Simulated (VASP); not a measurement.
# WC (zincblende type) (F-43m) in VASP: notebook

The runs below take WC (zincblende type) through single point, with PBE.

All numbers are computed with VASP 6.6.1; they aren't measurements. Logs are shortened: lines on timing, memory, paths and dates and some standing lists are left out, and cuts for length are marked.

## 1. The cell of the first run

Symmetry: F-43m, No. 216, cubic system. Conventional cell: a = 4.404 Å, b = 4.404 Å, c = 4.404 Å, α = 90.00°, β = 90.00°, γ = 90.00°. Within 2.5 Å of W (site symmetry -43m) lie 4 C at 1.91 Å. Within 2.5 Å of C (site symmetry -43m) lie 4 W at 1.91 Å.

## 2. Single point, PBE

File INCAR:

```
ALGO = Normal
EDIFF = 1E-7
ENCUT = 520
GGA = PE
ISIF = 2
ISMEAR = -1
LASPH = T
LCHARG = T
LELF = T
LREAL = F
LVHAR = T
LWAVE = F
NBANDS = 16
NELM = 60
PREC = Accurate
SIGMA = 0.08
```

File KPOINTS:

```
k-points
0
Gamma
  14 14 14
```

File POSCAR:

```
WC
1.0
    0.0000000000      2.2018265425      2.2018265425
    2.2018265425      0.0000000000      2.2018265425
    2.2018265425      2.2018265425      0.0000000000
W C
1 1
Direct
    0.0000000000      0.0000000000      0.0000000000
    0.2500000000      0.2500000000      0.2500000000
```

Potentials or basis: VASP PAW PBE potentials, release 64 (W_sv, C).

Run with:

```bash
cat potpaw_PBE.64/W_sv/POTCAR potpaw_PBE.64/C/POTCAR > POTCAR
mpirun -np 1 vasp_std > vasp.out
```

OUTCAR:

```text
EDIFF = 1E-7
   ENCUT = 520
   GGA = PE
   ISIF = 2
   ISMEAR = -1
   LASPH = T
   LREAL = F
   NELM = 60
   PREC = Accurate

 ion  position               nearest neighbor table
   1  0.000  0.000  0.000-   2 1.91   2 1.91   2 1.91   2 1.91
   2  0.250  0.250  0.250-   1 1.91   1 1.91   1 1.91   1 1.91

  LATTYP: Found a face centered cubic cell.
 ALAT       =     4.4036530850

  Lattice vectors:

 A1 = (   0.0000000000,   2.2018265425,   2.2018265425)
 A2 = (   2.2018265425,   0.0000000000,   2.2018265425)
 A3 = (   2.2018265425,   2.2018265425,   0.0000000000)

Analysis of symmetry for initial positions (statically):
=====================================================================
 Subroutine PRICEL returns:
 Original cell was already a primitive cell.

 Routine SETGRP: Setting up the symmetry group for a
 face centered cubic supercell.

 Subroutine GETGRP returns: Found 24 space group operations
 (whereof 24 operations were pure point group operations)
 out of a pool of 48 trial point group operations.

The static configuration has the point symmetry T_d .

Analysis of symmetry for dynamics (positions and initial velocities):
=====================================================================
 Subroutine PRICEL returns:
 Original cell was already a primitive cell.

 Routine SETGRP: Setting up the symmetry group for a
 face centered cubic supercell.

 Subroutine GETGRP returns: Found 24 space group operations
 (whereof 24 operations were pure point group operations)
 out of a pool of 48 trial point group operations.

The dynamic configuration has the point symmetry T_d .

 Subroutine INISYM returns: Found 24 space group operations
 (whereof 24 operations are pure point group operations),
 and found     1 'primitive' translations

----------------------------------------------------------------------------------------

                                     Primitive cell

  volume of cell :      21.3491

  direct lattice vectors                    reciprocal lattice vectors
     0.000000000  2.201826543  2.201826543    -0.227084191  0.227084191  0.227084191
     2.201826543  0.000000000  2.201826543     0.227084191 -0.227084191  0.227084191
     2.201826543  2.201826543  0.000000000     0.227084191  0.227084191 -0.227084191

  length of vectors
     3.113852958  3.113852958  3.113852958     0.393321357  0.393321357  0.393321357

  position of ions in fractional coordinates (direct lattice)
     0.000000000  0.000000000  0.000000000
     0.250000000  0.250000000  0.250000000

  ion indices of the primitive-cell ions
   primitive index   ion index
                 1           1
                 2           2

----------------------------------------------------------------------------------------

 KPOINTS: k-points

Automatic generation of k-mesh.
 Grid dimensions read from file:
 generate k-points for:   14   14   14

 Generating k-lattice:

  Cartesian coordinates                     Fractional coordinates (reciprocal lattice)
    -0.016220299  0.016220299  0.016220299     0.071428571  0.000000000  0.000000000
     0.016220299 -0.016220299  0.016220299     0.000000000  0.071428571  0.000000000
     0.016220299  0.016220299 -0.016220299     0.000000000  0.000000000  0.071428571

  Length of vectors
     0.028094383  0.028094383  0.028094383

  Shift w.r.t. Gamma in fractional coordinates (k-lattice)
     0.000000000  0.000000000  0.000000000

 Subroutine IBZKPT returns following result:
 ===========================================

 Found    104 irreducible k-points:

 Following reciprocal coordinates:
            Coordinates               Weight
  0.000000  0.000000  0.000000      1.000000
  0.071429  0.000000  0.000000      8.000000
  0.142857  0.000000  0.000000      8.000000
  0.214286  0.000000  0.000000      8.000000
  0.285714  0.000000  0.000000      8.000000
  0.357143  0.000000  0.000000      8.000000
[... 16 lines left out ...]
  0.214286  0.142857  0.000000     24.000000
  0.285714  0.142857  0.000000     24.000000
 [... further k-points ...]
   k-points           NKPTS =    104   k-points in BZ     NKDIM =    104   number of bands    NBANDS=     16
   number of dos      NEDOS =    301   number of ions     NIONS =      2
   total plane-waves  NPLWV =  13824
   dimension x,y,z NGX =    24 NGY =   24 NGZ =   24
   dimension x,y,z NGXF=    48 NGYF=   48 NGZF=   48
   ions per type =               1   1
   NGX,Y,Z   is equivalent  to a cutoff of  12.81, 12.81, 12.81 a.u.
   NGXF,Y,Z  is equivalent  to a cutoff of  25.63, 25.63, 25.63 a.u.
 SYSTEM =  unknown system
   PREC   = accura    normal or accurate (medium, high low for compatibility)
   ISTART =      0    job   : 0-new  1-cont  2-samecut
   ICHARG =      2    charge: 1-file 2-atom 10-const
   ISPIN  =      1    spin polarized calculation?
   LNONCOLLINEAR =      F non collinear calculations
   LSORBIT =      F    spin-orbit coupling
   LASPH  =      T    aspherical Exc in radial PAW
   ENCUT  =  520.0 eV  38.22 Ry    6.18 a.u.   5.79  5.79  5.79*2*pi/ulx,y,z
   NELM   =     60;   NELMIN=  2; NELMDL= -5     # of ELM steps
   EDIFF  = 0.1E-06   stopping-criterion for ELM
   LREAL  =      F    real-space projection
   EDIFFG = 0.1E-05   stopping-criterion for IOM
   NSW    =      0    number of steps for IOM
   IBRION =     -1    ionic relax: 0-MD 1-quasi-New 2-CG
   NFREE  =      0    steps in history (QN), initial steepest desc. (CG)
   ISIF   =      2    stress and relaxation
   ISYM   =      2    0-nonsym 1-usesym 2-fastsym
   POTIM  = 0.5000    time-step for ionic-motion
   TEBEG  =    0.0;   TEEND  =   0.0 temperature during run
   PSTRESS=    0.0 pullay stress
   NELECT =      18.0000    total number of electrons
   NUPDOWN=      -1.0000    fix difference up-down
   EMIN   =  10.00;   EMAX   =-10.00  energy-range for DOS
   EFERMI =   0.00;   METHOD = LEGACY
   ISMEAR =    -1;   SIGMA  =   0.08  broadening in eV -4-tet -1-fermi 0-gaus
   EFERMI_NEDOS =   21; number of points for ismear=-14 and -15
   IALGO  =     38    algorithm
   IMIX   =      4    mixing-type and parameters
     AMIX     =   0.40;   BMIX     =  1.00
     AMIX_MAG =   1.60;   BMIX_MAG =  1.00
  volume/ion in A,a.u.               =      10.67        72.04
  Fermi-wavevector in a.u.,A,eV,Ry     =   1.546581  2.922614 32.543933  2.391912
  Thomas-Fermi vector in A             =   2.651796
   LORBIT       =      0    0 simple, 1 ext, 2 COOP (PROOUT), +10 PAW based schemes
   GGA     = PE    functional components
   LHFCALC =     F    Hartree Fock is set to
   AEXX    =    0.0000 exact exchange contribution
   IVDW    =     0    specifies the selected vdW correction
   LEPSILON=     F    determine dielectric tensor
   LRPA    =     F    only Hartree local field effects (RPA)
 non-spin polarized calculation
  energy-cutoff  :      520.00
  volume of cell :       21.35
 maximum number of plane-waves:       588
   NGX = 11   NGY = 11   NGZ = 11

 number of electron      18.0000003 magnetization

 Free energy of the ion-electron system (eV)
  ---------------------------------------------------
  ext. energy  EPLUGINS =         0.00000000
  ---------------------------------------------------
  free energy    TOTEN  =       -20.14883190 eV

  energy without entropy =      -20.13232462  energy(sigma->0) =      -20.14057826

 E-fermi :  11.4837     XC(G=0): -13.3671

 val. band max:       11.4805323728   @ k =  -0.2857   0.3571   0.0714
 cond. band min:      11.5270495452   @ k =   0.5000   0.1429   0.0714
 fundamental gap:      0.0465171723
 Fermi energy:        11.4837486589

 k-point     1 :       0.0000    0.0000    0.0000
  band No.  band energies     occupation
      1     -63.0201      2.00000
      2     -27.2094      2.00000
      3     -27.2094      2.00000
      4     -27.2094      2.00000
      5      -3.5914      2.00000
      6       4.6060      2.00000
[... 8 lines left out ...]
     15      28.0223      0.00000
     16      28.0223      0.00000

 k-point     2 :       0.0714    0.0000    0.0000
  band No.  band energies     occupation
      1     -63.0181      2.00000
      2     -27.2434      2.00000
      3     -27.2143      2.00000
      4     -27.2143      2.00000
      5      -3.4610      2.00000
      6       4.5236      2.00000
[... 8 lines left out ...]
     15      26.6523      0.00000
     16      27.9077      0.00000

 k-point     3 :       0.1429    0.0000    0.0000
  band No.  band energies     occupation
      1     -63.0128      2.00000
      2     -27.3378      2.00000
      3     -27.2279      2.00000
      4     -27.2279      2.00000
      5      -3.0967      2.00000
      6       4.3415      2.00000
[... 8 lines left out ...]
     15      24.4851      0.00000
     16      27.6742      0.00000

 k-point     4 :       0.2143    0.0000    0.0000
  band No.  band energies     occupation
      1     -63.0050      2.00000
      2     -27.4716      2.00000
      3     -27.2475      2.00000
      4     -27.2475      2.00000
      5      -2.5798      2.00000
      6       4.2097      2.00000
[... 8 lines left out ...]
     15      22.2146      0.00000
     16      27.6976      0.00000
[... 324 lines left out ...]
 k-point    22 :       0.1429    0.1429    0.0000
  band No.  band energies     occupation
      1     -63.0103      2.00000
      2     -27.3348      2.00000
      3     -27.2566      2.00000
      4     -27.2566      2.00000
      5      -2.9257      2.00000
      6       4.0063      2.00000
[... 8 lines left out ...]
     15      25.6941      0.00000
     16      26.3917      0.00000

 k-point    23 :       0.2143    0.1429    0.0000
  band No.  band energies     occupation
      1     -63.0046      2.00000
      2     -27.4222      2.00000
      3     -27.2803      2.00000
      4     -27.2750      2.00000
      5      -2.5274      2.00000
      6       3.7953      2.00000
[... 8 lines left out ...]
     15      24.1284      0.00000
     16      26.1135      0.00000

 k-point    24 :       0.2857    0.1429    0.0000
  band No.  band energies     occupation
      1     -62.9970      2.00000
      2     -27.5415      2.00000
      3     -27.3041      2.00000
      4     -27.2971      2.00000
      5      -2.0233      2.00000
      6       3.7293      2.00000
[... 8 lines left out ...]
     15      22.7135      0.00000
     16      26.4387      0.00000

 [... further k-points ...]

------------------------ aborting loop because EDIFF is reached ----------------------------------------

  FORCE on cell =-STRESS in cart. coord.  units (eV):
  Direction    XX          YY          ZZ          XY          YZ          ZX
  --------------------------------------------------------------------------------------
  -------------------------------------------------------------------------------------
  Total       10.3349489     10.3349489     10.3349489     -0.0000000      0.0000000      0.0000000
  in kB      775.6032338    775.6032338    775.6032338     -0.0000000      0.0000000      0.0000000
  external PRESSURE =     775.6032338 kB  Pullay stress =       0.0000000 kB

 VOLUME and BASIS-vectors are now :
 -----------------------------------------------------------------------------
  energy-cutoff  :      520.00
  volume of cell :       21.35
      direct lattice vectors                 reciprocal lattice vectors
     0.000000000  2.201826543  2.201826543    -0.227084191  0.227084191  0.227084191
     2.201826543  0.000000000  2.201826543     0.227084191 -0.227084191  0.227084191
     2.201826543  2.201826543  0.000000000     0.227084191  0.227084191 -0.227084191

 POSITION                                       TOTAL-FORCE (eV/Angst)
 -----------------------------------------------------------------------------------
      0.00000      0.00000      0.00000        -0.000000      0.000000     -0.000000
      1.10091      1.10091      1.10091         0.000000     -0.000000      0.000000
 -----------------------------------------------------------------------------------
    total drift:                               -0.000001     -0.000001     -0.000001

  FREE ENERGIE OF THE ION-ELECTRON SYSTEM (eV)
  ---------------------------------------------------
  free  energy   TOTEN  =       -20.1488319016 eV

  energy  without entropy=      -20.1323246210  energy(sigma->0) =      -20.14057826
```

It took 34 s on 1 thread of Intel Xeon 8259CL, shared host; peak memory 0.16 GiB.

What came out:

```yaml
Free_energy: -20.1488 eV
Pressure: 77.6 GPa
Band_gap_on_the_k_mesh: zero (bands 9 and 10 overlap by 1.77 eV)
```

Caveat: the cell stands under pressure; spin-orbit coupling is left out, which moves the levels of the heavy elements.

## 3. Single point, PBE

File INCAR:

```
SYSTEM = WC
PREC     = Accurate       ! precision mode
ENCUT    = 520            ! plane-wave cutoff, eV
EDIFF    = 1E-6           ! SCF threshold, eV
ISMEAR   = -1             ! smearing method
SIGMA    = 0.08           ! smearing width, eV
LREAL    = .FALSE.        ! projectors in reciprocal space
LASPH    = .TRUE.         ! aspherical terms in the spheres
NELM     = 100            ! most SCF steps
ALGO     = Normal         ! electronic algorithm
ISIF     = 2              ! what is computed and relaxed
LWAVE    = .FALSE.        ! write WAVECAR
LCHARG   = .FALSE.        ! write CHGCAR
GGA      = PE             ! functional
NBANDS   = 16             ! bands
```

File KPOINTS:

```
Automatic mesh
0
G
  14 14 14
  0 0 0
```

File POSCAR:

```
WC
1.0
    0.0000000000      2.2012350737      2.2012350737
    2.2012350737      0.0000000000      2.2012350737
    2.2012350737      2.2012350737      0.0000000000
W C
1 1
Direct
    0.0000000000      0.0000000000      0.0000000000
    0.2500000000      0.2500000000      0.2500000000
```

Potentials or basis: VASP PAW PBE potentials, release 64 (W_sv, C).

Run with:

```bash
cat potpaw_PBE.64/W_sv/POTCAR potpaw_PBE.64/C/POTCAR > POTCAR
mpirun -np 1 vasp_std > vasp.out
```

Wall time 32 s (1 thread of Intel Xeon 8259CL, shared host); peak memory 0.17 GiB.

The run converged. Its results:

| Quantity | Value |
| --- | --- |
| Free energy | -20.1405 eV |
| Pressure | 78.0 GPa |
| Band gap on the k mesh | zero (bands 9 and 10 overlap by 1.77 eV) |

Levels at points of the mesh, in eV from the Fermi level:
```tsv
k point	band 5	band 6	band 7	band 8	band 9	band 10	band 11	band 12	band 13	band 14
(0.00, 0.00, 0.00)	-15.08	-6.88	-6.88	-6.88	-0.03	-0.03	3.21	8.63	8.63	8.63
(0.50, 0.00, 0.00)	-12.77	-6.12	-6.02	-6.02	1.15	1.15	1.64	6.01	6.01	6.31
(0.50, 0.50, 0.00)	-11.84	-8.89	-2.94	-2.94	-2.48	2.12	2.65	3.48	3.48	14.21
```

Caveat: the cell stands under pressure; spin-orbit coupling is left out, which moves the levels of the heavy elements.
